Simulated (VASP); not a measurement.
# I (P6/mmm) in VASP: relaxation of shape and atoms at fixed volume with PBE

Aim: the relaxation of shape and atoms at fixed volume of I with PBE.

Everything below comes from runs of VASP 6.6.1. Logs are shortened: lines on timing, memory, paths and dates and some standing lists are left out, and cuts for length are marked.

## 1. The cell of the first run

It takes space group P6/mmm (No. 191, hexagonal). Conventional cell: a = 6.740 Å, b = 6.740 Å, c = 2.727 Å, α = 90.00°, β = 90.00°, γ = 120.00°. Within 3.6 Å of I (site symmetry 6/mmm) lie 2 I at 2.73 Å. Within 3.6 Å of I (site symmetry -6m2) lie 2 I at 2.73 Å.

## 2. Relaxation of shape and atoms at fixed volume, PBE

Input file INCAR:

```
SYSTEM = I
  ALGO = Normal
  EDIFF = 1E-6
  EDIFFG = -0.005
  ENCUT = 600
  GGA = PE
  IBRION = 2
  ISIF = 4
  ISMEAR = -1
  LASPH = .True.
  LCHARG = .False.
  LREAL = .False.
  LWAVE = .False.
  NELM = 60
  NSW = 50
  PREC = Accurate
  SIGMA = 0.1
```

Input file KPOINTS:

```
k-points
0
Gamma
  6 6 9
  0 0 0
```

Input file POSCAR:

```
I
1.0
    6.7401506620      0.0000000000      0.0000000000
   -3.3700753310      5.8371416986      0.0000000000
    0.0000000000      0.0000000000      2.7269104125
I
3
Direct
    0.0000000000      0.0000000000      0.0000000000
    0.3333333333      0.6666666667      0.5000000000
    0.6666666667      0.3333333333      0.5000000000
```

Potentials or basis: VASP PAW PBE potentials, release 64 (I).

Command:

```sh
cat potpaw_PBE.64/I/POTCAR > POTCAR
mpirun -np 1 vasp_std > vasp.out
```

OUTCAR:

```text
SYSTEM = I
   EDIFF = 1E-6
   EDIFFG = -0.005
   ENCUT = 600
   GGA = PE
   IBRION = 2
   ISIF = 4
   ISMEAR = -1
   LASPH = .True.
   LREAL = .False.
   NELM = 60
   NSW = 50
   PREC = Accurate

 ion  position               nearest neighbor table
   1  0.000  0.000  0.000-
   2  0.333  0.667  0.500-
   3  0.667  0.333  0.500-

  LATTYP: Found a hexagonal cell.
 ALAT       =     6.7401506620
 C/A-ratio  =     0.4045770709

  Lattice vectors:

 A1 = (   6.7401506620,   0.0000000000,   0.0000000000)
 A2 = (  -3.3700753310,   5.8371416986,   0.0000000000)
 A3 = (   0.0000000000,   0.0000000000,   2.7269104125)

Analysis of symmetry for initial positions (statically):
=====================================================================
 Subroutine PRICEL returns:
 Original cell was already a primitive cell.

 Routine SETGRP: Setting up the symmetry group for a
 hexagonal supercell.

 Subroutine GETGRP returns: Found 24 space group operations
 (whereof 24 operations were pure point group operations)
 out of a pool of 24 trial point group operations.

The static configuration has the point symmetry D_6h.

Analysis of symmetry for dynamics (positions and initial velocities):
=====================================================================
 Subroutine PRICEL returns:
 Original cell was already a primitive cell.

 Routine SETGRP: Setting up the symmetry group for a
 hexagonal supercell.

 Subroutine GETGRP returns: Found 24 space group operations
 (whereof 24 operations were pure point group operations)
 out of a pool of 24 trial point group operations.

The dynamic configuration has the point symmetry D_6h.

 Subroutine INISYM returns: Found 24 space group operations
 (whereof 24 operations are pure point group operations),
 and found     1 'primitive' translations

----------------------------------------------------------------------------------------

                                     Primitive cell

  volume of cell :     107.2854

  direct lattice vectors                    reciprocal lattice vectors
     6.740150662  0.000000000  0.000000000     0.148364636  0.085658363  0.000000000
    -3.370075331  5.837141699  0.000000000     0.000000000  0.171316725  0.000000000
     0.000000000  0.000000000  2.726910413     0.000000000  0.000000000  0.366715384

  length of vectors
     6.740150662  6.740150662  2.726910413     0.171316725  0.171316725  0.366715384

  position of ions in fractional coordinates (direct lattice)
     0.000000000  0.000000000  0.000000000
     0.333333333  0.666666667  0.500000000
     0.666666667  0.333333333  0.500000000

  ion indices of the primitive-cell ions
   primitive index   ion index
                 1           1
                 2           2
                 3           3

----------------------------------------------------------------------------------------

 KPOINTS: k-points

Automatic generation of k-mesh.
 Grid dimensions read from file:
 generate k-points for:    6    6    9

 Generating k-lattice:

  Cartesian coordinates                     Fractional coordinates (reciprocal lattice)
     0.024727439  0.014276394  0.000000000     0.166666667  0.000000000  0.000000000
     0.000000000  0.028552788  0.000000000     0.000000000  0.166666667  0.000000000
     0.000000000  0.000000000  0.040746154     0.000000000  0.000000000  0.111111111

  Length of vectors
     0.028552788  0.028552788  0.040746154

  Shift w.r.t. Gamma in fractional coordinates (k-lattice)
     0.000000000  0.000000000  0.000000000

 Subroutine IBZKPT returns following result:
 ===========================================

 Found     35 irreducible k-points:

 Following reciprocal coordinates:
            Coordinates               Weight
  0.000000  0.000000  0.000000      1.000000
  0.166667  0.000000  0.000000      6.000000
  0.333333  0.000000  0.000000      6.000000
  0.500000  0.000000  0.000000      3.000000
  0.166667  0.166667  0.000000      6.000000
  0.333333  0.166667  0.000000     12.000000
[... 16 lines left out ...]
  0.166667  0.000000  0.333333     12.000000
  0.333333  0.000000  0.333333     12.000000
 [... further k-points ...]
   k-points           NKPTS =     35   k-points in BZ     NKDIM =     35   number of bands    NBANDS=     14
   number of dos      NEDOS =    301   number of ions     NIONS =      3
   total plane-waves  NPLWV =  69984
   dimension x,y,z NGX =    54 NGY =   54 NGZ =   24
   dimension x,y,z NGXF=   108 NGYF=  108 NGZF=   48
   ions per type =               3
   NGX,Y,Z   is equivalent  to a cutoff of  13.32, 13.32, 14.63 a.u.
   NGXF,Y,Z  is equivalent  to a cutoff of  26.64, 26.64, 29.26 a.u.
 SYSTEM =  I
   PREC   = accura    normal or accurate (medium, high low for compatibility)
   ISTART =      0    job   : 0-new  1-cont  2-samecut
   ICHARG =      2    charge: 1-file 2-atom 10-const
   ISPIN  =      1    spin polarized calculation?
   LNONCOLLINEAR =      F non collinear calculations
   LSORBIT =      F    spin-orbit coupling
   LASPH  =      T    aspherical Exc in radial PAW
   ENCUT  =  600.0 eV  44.10 Ry    6.64 a.u.  13.46 13.46  5.45*2*pi/ulx,y,z
   NELM   =     60;   NELMIN=  2; NELMDL= -5     # of ELM steps
   EDIFF  = 0.1E-05   stopping-criterion for ELM
   LREAL  =      F    real-space projection
   EDIFFG = -.5E-02   stopping-criterion for IOM
   NSW    =     50    number of steps for IOM
   IBRION =      2    ionic relax: 0-MD 1-quasi-New 2-CG
   NFREE  =      1    steps in history (QN), initial steepest desc. (CG)
   ISIF   =      4    stress and relaxation
   ISYM   =      2    0-nonsym 1-usesym 2-fastsym
   POTIM  = 0.5000    time-step for ionic-motion
   TEBEG  =    0.0;   TEEND  =   0.0 temperature during run
   PSTRESS=    0.0 pullay stress
   NELECT =      21.0000    total number of electrons
   NUPDOWN=      -1.0000    fix difference up-down
   EMIN   =  10.00;   EMAX   =-10.00  energy-range for DOS
   EFERMI =   0.00;   METHOD = LEGACY
   ISMEAR =    -1;   SIGMA  =   0.10  broadening in eV -4-tet -1-fermi 0-gaus
   EFERMI_NEDOS =   21; number of points for ismear=-14 and -15
   IALGO  =     38    algorithm
   IMIX   =      4    mixing-type and parameters
     AMIX     =   0.40;   BMIX     =  1.00
     AMIX_MAG =   1.60;   BMIX_MAG =  1.00
  volume/ion in A,a.u.               =      35.76       241.33
  Fermi-wavevector in a.u.,A,eV,Ry     =   0.950534  1.796249 12.293068  0.903515
  Thomas-Fermi vector in A             =   2.078920
   LORBIT       =      0    0 simple, 1 ext, 2 COOP (PROOUT), +10 PAW based schemes
   GGA     = PE    functional components
   LHFCALC =     F    Hartree Fock is set to
   AEXX    =    0.0000 exact exchange contribution
   IVDW    =     0    specifies the selected vdW correction
   LEPSILON=     F    determine dielectric tensor
   LRPA    =     F    only Hartree local field effects (RPA)
 conjugate gradient relaxation of ions
 non-spin polarized calculation
  energy-cutoff  :      600.00
  volume of cell :      107.29
 maximum number of plane-waves:      3629
 NGX is ok and might be reduce to    54
   NGX = 27   NGY = 27   NGZ = 11

--------------------------------------- Ionic step        1  -------------------------------------------

 number of electron      21.0000000 magnetization

 Free energy of the ion-electron system (eV)
  ---------------------------------------------------
  ext. energy  EPLUGINS =         0.00000000
  ---------------------------------------------------
  free energy    TOTEN  =        -3.48627858 eV

  energy without entropy =       -3.37660137  energy(sigma->0) =       -3.43143998

------------------------ aborting loop because EDIFF is reached ----------------------------------------

  FORCE on cell =-STRESS in cart. coord.  units (eV):
  Direction    XX          YY          ZZ          XY          YZ          ZX
  --------------------------------------------------------------------------------------
  -------------------------------------------------------------------------------------
  Total        1.3612314      1.3612314     17.3754967      0.0000000      0.0000000      0.0000000
  in kB       20.3283367     20.3283367    259.4819188      0.0000000      0.0000000      0.0000000
  external PRESSURE =     100.0461974 kB  Pullay stress =       0.0000000 kB

 VOLUME and BASIS-vectors are now :
 -----------------------------------------------------------------------------
  energy-cutoff  :      600.00
  volume of cell :      107.29
      direct lattice vectors                 reciprocal lattice vectors
     6.740150662  0.000000000  0.000000000     0.148364636  0.085658363  0.000000000
    -3.370075331  5.837141699  0.000000000     0.000000000  0.171316725  0.000000000
     0.000000000  0.000000000  2.726910413     0.000000000  0.000000000  0.366715384
[... 149 lines left out ...]
 POSITION                                       TOTAL-FORCE (eV/Angst)
 -----------------------------------------------------------------------------------
      6.48508     -0.00000      0.00000         0.000000      0.000000      0.000000
     -0.00000      3.74416      1.47282        -0.000000     -0.000000      0.000000
      3.24254      1.87208      1.47282        -0.000000      0.000000      0.000000
 -----------------------------------------------------------------------------------
    total drift:                               -0.000000      0.000000      0.000000

  FREE ENERGIE OF THE ION-ELECTRON SYSTEM (eV)
  ---------------------------------------------------
  free  energy   TOTEN  =        -4.0591063890 eV

  energy  without entropy=       -3.9632982052  energy(sigma->0) =       -4.01120230

--------------------------------------- Ionic step        6  -------------------------------------------

 number of electron      21.0000001 magnetization

 Free energy of the ion-electron system (eV)
  ---------------------------------------------------
  ext. energy  EPLUGINS =         0.00000000
  ---------------------------------------------------
  free energy    TOTEN  =        -4.05912894 eV

  energy without entropy =       -3.96328443  energy(sigma->0) =       -4.01120669

 E-fermi :   4.2161     XC(G=0):  -8.8930

 val. band max:        4.1947307248   @ k =   0.3333   0.1667   0.3333
 cond. band min:       4.2489450343   @ k =   0.0000   0.0000   0.2222
 fundamental gap:      0.0542143095
 Fermi energy:         4.2161186991

 k-point     1 :       0.0000    0.0000    0.0000
  band No.  band energies     occupation
      1      -9.5807      2.00000
      2      -8.7750      2.00000
      3      -8.4465      2.00000
      4       0.6044      2.00000
      5       0.6044      2.00000
      6       0.8849      2.00000
      7       0.8849      2.00000
      8       3.7693      1.97732
      9       3.7693      1.97732
     10       7.1905      0.00000
     11       7.7907      0.00000
     12       8.1430      0.00000
     13       9.6567      0.00000
     14      13.1152      0.00000

 k-point     2 :       0.1667    0.0000    0.0000
  band No.  band energies     occupation
      1      -9.5245      2.00000
      2      -8.8180      2.00000
      3      -8.4821      2.00000
      4       0.2408      2.00000
      5       0.3936      2.00000
      6       1.3916      2.00000
      7       1.5026      2.00000
      8       3.2623      1.99986
      9       3.6628      1.99213
     10       7.2355      0.00000
[... 362 lines left out ...]
 k-point    24 :       0.3333    0.0000    0.3333
  band No.  band energies     occupation
      1      -7.8429      2.00000
      2      -7.4299      2.00000
      3      -7.0783      2.00000
      4       0.4932      2.00000
      5       0.9377      2.00000
      6       1.1757      2.00000
      7       1.5121      2.00000
      8       2.1487      2.00000
      9       3.3752      1.99955
     10       3.5312      1.99788
     11       3.6489      1.99314
     12       4.2707      0.73363
     13      10.5354      0.00000
     14      10.7146      0.00000

 [... further k-points ...]
[... 5 lines left out ...]
  --------------------------------------------------------------------------------------
  -------------------------------------------------------------------------------------
  Total        2.2231007      2.2231007      2.2270608      0.0000000      0.0000000      0.0000000
  in kB       33.1993057     33.1993057     33.2584453      0.0000000      0.0000000      0.0000000
  external PRESSURE =      33.2190189 kB  Pullay stress =       0.0000000 kB

 VOLUME and BASIS-vectors are now :
 -----------------------------------------------------------------------------
  energy-cutoff  :      600.00
  volume of cell :      107.29
      direct lattice vectors                 reciprocal lattice vectors
     6.483349097 -0.000000000  0.000000000     0.154241270  0.089051239 -0.000000000
    -3.241674548  5.614745020  0.000000000     0.000000000  0.178102478 -0.000000000
     0.000000000  0.000000000  2.947211243    -0.000000000 -0.000000000  0.339303809

 POSITION                                       TOTAL-FORCE (eV/Angst)
 -----------------------------------------------------------------------------------
     -0.00000      0.00000      0.00000         0.000000     -0.000000      0.000000
     -0.00000      3.74316      1.47361        -0.000000      0.000000      0.000000
      3.24167      1.87158      1.47361         0.000000     -0.000000     -0.000000
 -----------------------------------------------------------------------------------
    total drift:                               -0.000000      0.000000     -0.000000

  FREE ENERGIE OF THE ION-ELECTRON SYSTEM (eV)
  ---------------------------------------------------
  free  energy   TOTEN  =        -4.0591289400 eV

  energy  without entropy=       -3.9632844323  energy(sigma->0) =       -4.01120669

 reached required accuracy - stopping structural energy minimisation
```

Wall time 2.3 min (1 thread of AMD EPYC 9R45 (Zen 5), shared host); peak memory 0.25 GiB.

What came out:

| Item | Value |
| --- | --- |
| Free energy | -4.0591 eV |
| Energy gained by relaxing | 191.0 meV/atom |
| Ionic steps | 6 |
| Pressure after relaxing | 3.3 GPa |

Step by step:
```
step  energy change (eV)  largest force (eV/Å)  pressure (GPa)  volume (Å³)
   1              0.0000                0.0000           10.00       107.29
   2             -0.1577                0.0000            0.70       107.29
   3             -0.5728                0.0000            3.34       107.29
   4             -0.5727                0.0000            3.25       107.29
   5             -0.5728                0.0000            3.35       107.29
   6             -0.5729                0.0000            3.32       107.29
```

Final structure:
```
I
1.0
     6.48335    0.00000    0.00000
    -3.24167    5.61475    0.00000
     0.00000    0.00000    2.94721
I
3
Cartesian
  0.0000 0.0000 0.0000
  0.0000 3.7432 1.4736
  3.2417 1.8716 1.4736
```

Levels at points of the mesh, in eV from the Fermi level:
```csv
k point,band 8,band 9,band 10,band 11,band 12,band 13
"(0.00, 0.00, 0.00)",-0.45,-0.45,2.97,3.57,3.93,5.44
"(0.50, 0.00, 0.00)",-1.39,-1.35,3.24,3.37,3.81,5.23
```

Caveat: spin-orbit coupling is left out, which moves the levels of the heavy elements; an odd number of electrons without spin polarisation forces a metal; a magnetic or distorted state may lie lower.
